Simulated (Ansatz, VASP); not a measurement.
# SbMo in VASP and in Ansatz

File INCAR:

```
SYSTEM = SbMo
PREC = Accurate
ENCUT = 520
EDIFF = 1E-6
ISMEAR = 0
SIGMA = 0.05
LREAL = .FALSE.
LASPH = .TRUE.
NELM = 80
ALGO = Normal
ISIF = 2
LWAVE = .FALSE.
LCHARG = .TRUE.
GGA = PS
LELF = .TRUE.
LVHAR = .TRUE.
NBANDS = 16
```

Contents of KPOINTS:

```
Automatic mesh
0
G
  10 10 10
  0 0 0
```

The input POSCAR:

```
SbMo
1.0
    0.0000000000      2.7433840107      2.7433840107
    2.7433840107      0.0000000000      2.7433840107
    2.7433840107      2.7433840107      0.0000000000
Mo Sb
1 1
Direct
    0.5000000000      0.5000000000      0.5000000000
    0.0000000000      0.0000000000      0.0000000000
```

Input for Ansatz:

```yaml
crystal:
  lattice:
    - [0.0, 2.7433840107, 2.7433840107]
    - [2.7433840107, 0.0, 2.7433840107]
    - [2.7433840107, 2.7433840107, 0.0]
  atoms:
    - { symbol: Mo, position: [0.5, 0.5, 0.5] }
    - { symbol: Sb, position: [0.0, 0.0, 0.0] }
basis:
  ecutwfc: 420
  ecutrho_ratio: 4
kpoints:
  mp_grid: { grid: [10, 10, 10] }
hamiltonian:
  xc: pbesol
scf:
  occupations: { method: gaussian, width: 0.05 }
output:
  forces: true
  stress: true
  eigenvalues: true
```

Alike in both runs: task single point; functional PBEsol; k mesh 10 × 10 × 10; occupations gaussian, width 0.05 eV; no spin polarisation.

|  | VASP | Ansatz |
| --- | --- | --- |
| version | VASP 6.6.1 | Ansatz 0.2.0 |
| potentials or method | VASP PAW PBE potentials, release 64 (Mo_sv, Sb), cutoff 520 eV | scalar-relativistic, plane waves, PAW |
| valence electrons in the cell | 19 | 29 |

Ansatz gave:

```
gap on the k mesh at the Fermi level (eV) : none
pressure (GPa)                            : -2.7
```

Problem. Estimate VASP's values.

Solution. gap on the k mesh at the Fermi level (eV): none; pressure (GPa): -2.6.

VASP's potentials were made for PBE, not for PBEsol. A gap of «none» marks a metal or a gap that the smearing closes. VASP's potentials hold 19 valence electrons a cell and Ansatz's 29, so a difference there can come from the potentials and not from the codes.

Neither program's run includes spin-orbit coupling.
